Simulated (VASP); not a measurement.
# CuSi16 (a cell with a defect) in VASP: single point with PBE

Aim: the single point of CuSi16 (a cell with a defect) with PBE.

Everything below comes from runs of VASP 6.6.1. Logs are shortened: lines on timing, memory, paths and dates and some standing lists are left out, and cuts for length are marked.

## Step 1: The cell of the first run

The cell holds a defect, 17 atoms: a = 7.679 Å, b = 7.679 Å, c = 7.679 Å, α = 60.00°, β = 60.00°, γ = 60.00°.

## Step 2: Single point, PBE

Contents of INCAR:

```
SYSTEM = CuSi16
ALGO     = Normal         ! electronic algorithm
EDIFF    = 1E-6           ! SCF threshold, eV
ENCUT    = 520            ! plane-wave cutoff, eV
GGA      = PE             ! functional
ISIF     = 2              ! what is computed and relaxed
ISMEAR   = 0              ! smearing method
LASPH    = .True.         ! aspherical terms in the spheres
LCHARG   = .False.        ! write CHGCAR
LREAL    = Auto         
LWAVE    = .False.        ! write WAVECAR
NBANDS   = 52             ! bands
NELECT   = 74.0         
NELM     = 60             ! most SCF steps
PREC     = Accurate       ! precision mode
SIGMA    = 0.05           ! smearing width, eV
```

Contents of KPOINTS:

```
k-points
0
Gamma
  2 2 2
  0 0 0
```

Contents of POSCAR:

```
CuSi16
1.0
    0.0000000000      5.4300000000      5.4300000000
    5.4300000000      0.0000000000      5.4300000000
    5.4300000000      5.4300000000      0.0000000000
Si Cu
16 1
Direct
   -0.0120613260      0.0097158379      0.0026200737
    0.1299163904      0.1250469613      0.1166882136
    0.0322790055     -0.0092233886      0.4901696133
    0.1269980663      0.1291400552      0.6294899632
   -0.0098982505      0.4984512891     -0.0017783610
    0.0855270718      0.6364298343      0.1370957643
   -0.0122860958      0.5026006446      0.5101301105
    0.1295593002      0.6171537753      0.6251313076
    0.5008045120      0.0125430018     -0.0197941989
    0.6171459484      0.1456166667      0.1149319521
    0.4984127072      0.0064622468      0.5068469613
    0.6602741252      0.1103895948      0.6096767035
    0.4575566298      0.5164586556      0.0167431860
    0.6188371087      0.6205081952      0.1198258748
    0.5002976980      0.4809542357      0.5127264273
    0.6167895948      0.6152914365      0.6459516575
    0.5590961326      0.8129438306      0.3127305709
```

Potentials or basis: VASP PAW PBE potentials, release 64 (Si, Cu).

Launch:

```sh
> cat potpaw_PBE.64/Si/POTCAR potpaw_PBE.64/Cu/POTCAR > POTCAR
> mpirun -np 1 vasp_std > vasp.out
```

OUTCAR:

```text
SYSTEM = CuSi16
   EDIFF = 1E-6
   ENCUT = 520
   GGA = PE
   ISIF = 2
   ISMEAR = 0
   LASPH = .True.
   LREAL = Auto
   NELECT = 74.0
   NELM = 60
   PREC = Accurate

 ion  position               nearest neighbor table
   1  0.988  0.010  0.003-  10 2.33   2 2.33   4 2.34   6 2.35
   2  0.130  0.125  0.117-   9 2.33   1 2.33   5 2.34   3 2.35
   3  0.032  0.991  0.490-  12 2.33   4 2.34   2 2.35   8 2.35
   4  0.127  0.129  0.629-  11 2.33   1 2.34   3 2.34   7 2.34
   5  0.990  0.498  0.998-  14 2.33   8 2.34   6 2.34   2 2.34
   6  0.086  0.636  0.137-  13 2.33   5 2.34   7 2.35   1 2.35
   7  0.988  0.503  0.510-  16 2.33   8 2.33   4 2.34   6 2.35
   8  0.130  0.617  0.625-  15 2.33   7 2.33   5 2.34   3 2.35
   9  0.501  0.013  0.980-   2 2.33  12 2.34  17 2.37  10 2.41  14 2.46
  10  0.617  0.146  0.115-   1 2.33  13 2.34  17 2.37   9 2.41  11 2.46
  11  0.498  0.006  0.507-  12 2.33   4 2.33  17 2.34  16 2.45  10 2.46
  12  0.660  0.110  0.610-  11 2.33   3 2.33   9 2.34  15 2.34
  13  0.458  0.516  0.017-  14 2.32   6 2.33  16 2.34  10 2.34
  14  0.619  0.621  0.120-  13 2.32   5 2.33  17 2.33   9 2.46  15 2.46
  15  0.500  0.481  0.513-   8 2.33  12 2.34  17 2.37  16 2.41  14 2.46
  16  0.617  0.615  0.646-   7 2.33  13 2.34  17 2.37  15 2.41  11 2.45
  17  0.559  0.813  0.313-  14 2.33  11 2.34  15 2.37   9 2.37  10 2.37  16 2.37

  LATTYP: Found a face centered cubic cell.
 ALAT       =    10.8600000000

  Lattice vectors:

 A1 = (   0.0000000000,   5.4300000000,   5.4300000000)
 A2 = (   5.4300000000,   0.0000000000,   5.4300000000)
 A3 = (   5.4300000000,   5.4300000000,   0.0000000000)

Analysis of symmetry for initial positions (statically):
=====================================================================
 Subroutine PRICEL returns:
 Original cell was already a primitive cell.

 Routine SETGRP: Setting up the symmetry group for a
 face centered cubic supercell.

 Subroutine GETGRP returns: Found  1 space group operations
 (whereof  1 operations were pure point group operations)
 out of a pool of 48 trial point group operations.

The static configuration has the point symmetry C_1 .

Analysis of symmetry for dynamics (positions and initial velocities):
=====================================================================
 Subroutine PRICEL returns:
 Original cell was already a primitive cell.

 Routine SETGRP: Setting up the symmetry group for a
 face centered cubic supercell.

 Subroutine GETGRP returns: Found  1 space group operations
 (whereof  1 operations were pure point group operations)
 out of a pool of 48 trial point group operations.

The dynamic configuration has the point symmetry C_1 .

 Subroutine INISYM returns: Found  1 space group operations
 (whereof  1 operations are pure point group operations),
 and found     1 'primitive' translations

----------------------------------------------------------------------------------------

                                     Primitive cell

  volume of cell :     320.2060

  direct lattice vectors                    reciprocal lattice vectors
     0.000000000  5.430000000  5.430000000    -0.092081031  0.092081031  0.092081031
     5.430000000  0.000000000  5.430000000     0.092081031 -0.092081031  0.092081031
     5.430000000  5.430000000  0.000000000     0.092081031  0.092081031 -0.092081031

  length of vectors
     7.679179644  7.679179644  7.679179644     0.159489025  0.159489025  0.159489025

  position of ions in fractional coordinates (direct lattice)
     0.987938674  0.009715838  0.002620074
     0.129916390  0.125046961  0.116688214
     0.032279006  0.990776611  0.490169613
     0.126998066  0.129140055  0.629489963
     0.990101749  0.498451289  0.998221639
     0.085527072  0.636429834  0.137095764
[... 9 lines left out ...]
     0.616789595  0.615291437  0.645951657
     0.559096133  0.812943831  0.312730571

  ion indices of the primitive-cell ions
   primitive index   ion index
                 1           1
                 2           2
                 3           3
                 4           4
                 5           5
                 6           6
[... 9 lines left out ...]
                16          16
                17          17

----------------------------------------------------------------------------------------

 KPOINTS: k-points

Automatic generation of k-mesh.
 Grid dimensions read from file:
 generate k-points for:    2    2    2

 Generating k-lattice:

  Cartesian coordinates                     Fractional coordinates (reciprocal lattice)
    -0.046040516  0.046040516  0.046040516     0.500000000  0.000000000  0.000000000
     0.046040516 -0.046040516  0.046040516     0.000000000  0.500000000  0.000000000
     0.046040516  0.046040516 -0.046040516     0.000000000  0.000000000  0.500000000

  Length of vectors
     0.079744512  0.079744512  0.079744512

  Shift w.r.t. Gamma in fractional coordinates (k-lattice)
     0.000000000  0.000000000  0.000000000

 Subroutine IBZKPT returns following result:
 ===========================================

 Found      8 irreducible k-points:

 Following reciprocal coordinates:
            Coordinates               Weight
  0.000000  0.000000  0.000000      1.000000
  0.500000  0.000000  0.000000      1.000000
  0.000000  0.500000  0.000000      1.000000
  0.000000  0.000000  0.500000      1.000000
  0.500000  0.500000  0.500000      1.000000
  0.500000  0.500000  0.000000      1.000000
  0.000000  0.500000  0.500000      1.000000
  0.500000  0.000000  0.500000      1.000000
   k-points           NKPTS =      8   k-points in BZ     NKDIM =      8   number of bands    NBANDS=     52
   number of dos      NEDOS =    301   number of ions     NIONS =     17
   total plane-waves  NPLWV = 216000
   dimension x,y,z NGX =    60 NGY =   60 NGZ =   60
   dimension x,y,z NGXF=   120 NGYF=  120 NGZF=  120
   ions per type =              16   1
   NGX,Y,Z   is equivalent  to a cutoff of  12.99, 12.99, 12.99 a.u.
   NGXF,Y,Z  is equivalent  to a cutoff of  25.98, 25.98, 25.98 a.u.
 SYSTEM =  CuSi16
   PREC   = accura    normal or accurate (medium, high low for compatibility)
   ISTART =      0    job   : 0-new  1-cont  2-samecut
   ICHARG =      2    charge: 1-file 2-atom 10-const
   ISPIN  =      1    spin polarized calculation?
   LNONCOLLINEAR =      F non collinear calculations
   LSORBIT =      F    spin-orbit coupling
   LASPH  =      T    aspherical Exc in radial PAW
   ENCUT  =  520.0 eV  38.22 Ry    6.18 a.u.  14.28 14.28 14.28*2*pi/ulx,y,z
   NELM   =     60;   NELMIN=  2; NELMDL= -5     # of ELM steps
   EDIFF  = 0.1E-05   stopping-criterion for ELM
   LREAL  =      T    real-space projection
   EDIFFG = 0.1E-04   stopping-criterion for IOM
   NSW    =      0    number of steps for IOM
   IBRION =     -1    ionic relax: 0-MD 1-quasi-New 2-CG
   NFREE  =      0    steps in history (QN), initial steepest desc. (CG)
   ISIF   =      2    stress and relaxation
   ISYM   =      2    0-nonsym 1-usesym 2-fastsym
   POTIM  = 0.5000    time-step for ionic-motion
   TEBEG  =    0.0;   TEEND  =   0.0 temperature during run
   PSTRESS=    0.0 pullay stress
   NELECT =      74.0000    total number of electrons
   NUPDOWN=      -1.0000    fix difference up-down
   EMIN   =  10.00;   EMAX   =-10.00  energy-range for DOS
   EFERMI =   0.00;   METHOD = LEGACY
   ISMEAR =     0;   SIGMA  =   0.05  broadening in eV -4-tet -1-fermi 0-gaus
   EFERMI_NEDOS =   21; number of points for ismear=-14 and -15
   IALGO  =     38    algorithm
   IMIX   =      4    mixing-type and parameters
     AMIX     =   0.40;   BMIX     =  1.00
     AMIX_MAG =   1.60;   BMIX_MAG =  1.00
  volume/ion in A,a.u.               =      18.84       127.11
  Fermi-wavevector in a.u.,A,eV,Ry     =   1.004636  1.898488 13.732283  1.009294
  Thomas-Fermi vector in A             =   2.137265
   LORBIT       =      0    0 simple, 1 ext, 2 COOP (PROOUT), +10 PAW based schemes
   GGA     = PE    functional components
   LHFCALC =     F    Hartree Fock is set to
   AEXX    =    0.0000 exact exchange contribution
   IVDW    =     0    specifies the selected vdW correction
   LEPSILON=     F    determine dielectric tensor
   LRPA    =     F    only Hartree local field effects (RPA)
 non-spin polarized calculation
 Gauss-broadening in eV      SIGMA  =   0.05
  energy-cutoff  :      520.00
  volume of cell :      320.21
 maximum number of plane-waves:      8646
 NGX is ok and might be reduce to    60
   NGX = 29   NGY = 29   NGZ = 29

 number of electron      74.0000000 magnetization

 Free energy of the ion-electron system (eV)
  ---------------------------------------------------
  ext. energy  EPLUGINS =         0.00000000
  ---------------------------------------------------
  free energy    TOTEN  =       -94.16974925 eV

  energy without entropy =      -94.16928574  energy(sigma->0) =      -94.16951750

 E-fermi :   6.3998     XC(G=0):  -9.6169

 val. band max:        6.3112193433   @ k =   0.0000   0.0000   0.0000
 cond. band min:       6.4831213334   @ k =   0.0000   0.0000   0.0000
 fundamental gap:      0.1719019901
 Fermi energy:         6.3998433884

 k-point     1 :       0.0000    0.0000    0.0000
  band No.  band energies     occupation
      1      -5.8995      2.00000
      2      -3.5517      2.00000
      3      -3.5183      2.00000
      4      -3.4839      2.00000
      5      -3.4707      2.00000
      6      -1.9423      2.00000
[... 41 lines left out ...]
     48       8.4147      0.00000
     49       8.4997      0.00000

 k-point     2 :       0.5000    0.0000    0.0000
  band No.  band energies     occupation
      1      -5.2778      2.00000
      2      -4.8914      2.00000
      3      -3.2210      2.00000
      4      -3.1721      2.00000
      5      -3.1651      2.00000
      6      -3.1169      2.00000
[... 304 lines left out ...]
 k-point     8 :       0.5000    0.0000    0.5000
  band No.  band energies     occupation
      1      -4.9311      2.00000
      2      -4.7189      2.00000
      3      -3.9192      2.00000
      4      -3.7742      2.00000
      5      -3.7490      2.00000
      6      -3.7301      2.00000
[... 41 lines left out ...]
     48      10.4206      0.00000
     49      10.4554      0.00000
 [bands above 49 left out]

------------------------ aborting loop because EDIFF is reached ----------------------------------------

  FORCE on cell =-STRESS in cart. coord.  units (eV):
  Direction    XX          YY          ZZ          XY          YZ          ZX
  --------------------------------------------------------------------------------------
  -------------------------------------------------------------------------------------
  Total       -0.8754531     -1.2853622     -1.2678997     -0.0848000      1.2298209     -0.1421139
  in kB       -4.3804021     -6.4314162     -6.3440414     -0.4243040      6.1535110     -0.7110785
  external PRESSURE =      -5.7186199 kB  Pullay stress =       0.0000000 kB

 VOLUME and BASIS-vectors are now :
 -----------------------------------------------------------------------------
  energy-cutoff  :      520.00
  volume of cell :      320.21
      direct lattice vectors                 reciprocal lattice vectors
     0.000000000  5.430000000  5.430000000    -0.092081031  0.092081031  0.092081031
     5.430000000  0.000000000  5.430000000     0.092081031 -0.092081031  0.092081031
     5.430000000  5.430000000  0.000000000     0.092081031  0.092081031 -0.092081031

 POSITION                                       TOTAL-FORCE (eV/Angst)
 -----------------------------------------------------------------------------------
      0.06698      5.37873      5.41726        -0.014293      0.012386      0.005030
      1.31262      1.33906      1.38445         0.023241     -0.001603     -0.006354
      8.04154      2.83690      5.55519        -0.012708      0.004435     -0.007966
      4.11936      4.10773      1.39083        -0.007419     -0.022495     -0.001876
      8.12693     10.79660      8.08284        -0.008167      0.015571     -0.003623
      4.20024      1.20884      3.92023         0.002183     -0.005262      0.014212
[... 9 lines left out ...]
      6.84855      6.85668      6.69020        -0.003383     -0.002539     -0.020407
      6.11241      4.73402      7.45018         0.035332      0.019381      0.017554
 -----------------------------------------------------------------------------------
    total drift:                               -0.006307     -0.000241     -0.001383

  FREE ENERGIE OF THE ION-ELECTRON SYSTEM (eV)
  ---------------------------------------------------
  free  energy   TOTEN  =       -94.1697492485 eV

  energy  without entropy=      -94.1692857445  energy(sigma->0) =      -94.16951750
```

It took 12 min on 1 thread of Intel Xeon 8259CL, shared host; peak memory 0.5 GiB.

Results:

- Free energy: -94.1697 eV
- Largest force: 0.044 eV/Å

Forces in eV/Å, atoms in the order of the input:
```
Si  -0.014  0.012  0.005
Si   0.023 -0.002 -0.006
Si  -0.013  0.004 -0.008
Si  -0.007 -0.022 -0.002
Si  -0.008  0.016 -0.004
Si   0.002 -0.005  0.014
Si  -0.016  0.019 -0.004
Si   0.020 -0.023  0.008
Si  -0.003  0.011 -0.002
Si   0.012 -0.021 -0.009
Si   0.011  0.006  0.023
Si   0.001 -0.014 -0.007
Si  -0.006  0.014  0.005
Si  -0.008 -0.008 -0.028
Si  -0.027 -0.003  0.018
Si  -0.003 -0.003 -0.020
Cu   0.035  0.019  0.018
```

Levels at points of the mesh, in eV from the Fermi level:
| k point | band 34 | band 35 | band 36 | band 37 | band 38 | band 39 | band 40 | band 41 |
| --- | --- | --- | --- | --- | --- | --- | --- | --- |
| (0.00, 0.00, 0.00) | -1.11 | -0.51 | -0.10 | -0.09 | 0.08 | 0.13 | 0.55 | 0.59 |
| (0.50, 0.00, 0.00) | -0.92 | -0.90 | -0.59 | -0.42 | 0.59 | 0.99 | 1.46 | 1.48 |
| (0.00, 0.50, 0.00) | -1.08 | -0.99 | -0.91 | -0.73 | 0.69 | 1.03 | 1.09 | 1.29 |
| (0.00, 0.00, 0.50) | -1.08 | -0.99 | -0.91 | -0.73 | 0.68 | 1.03 | 1.09 | 1.28 |
| (0.50, 0.50, 0.50) | -1.08 | -0.96 | -0.91 | -0.67 | 0.69 | 1.04 | 1.12 | 1.32 |
| (0.50, 0.50, 0.00) | -1.67 | -1.47 | -1.44 | -1.16 | 0.74 | 0.83 | 1.89 | 2.08 |
| (0.00, 0.50, 0.50) | -1.67 | -1.48 | -1.46 | -1.11 | 0.74 | 0.81 | 1.88 | 2.09 |
| (0.50, 0.00, 0.50) | -1.67 | -1.47 | -1.44 | -1.17 | 0.73 | 0.83 | 1.89 | 2.08 |

Caveat: the k points lie up to 0.50 Å⁻¹ apart; the cell carries a net charge on a neutralising background, which shifts energy and pressure; the cell is charged against a uniform background, so pressure and absolute levels hang on convention.
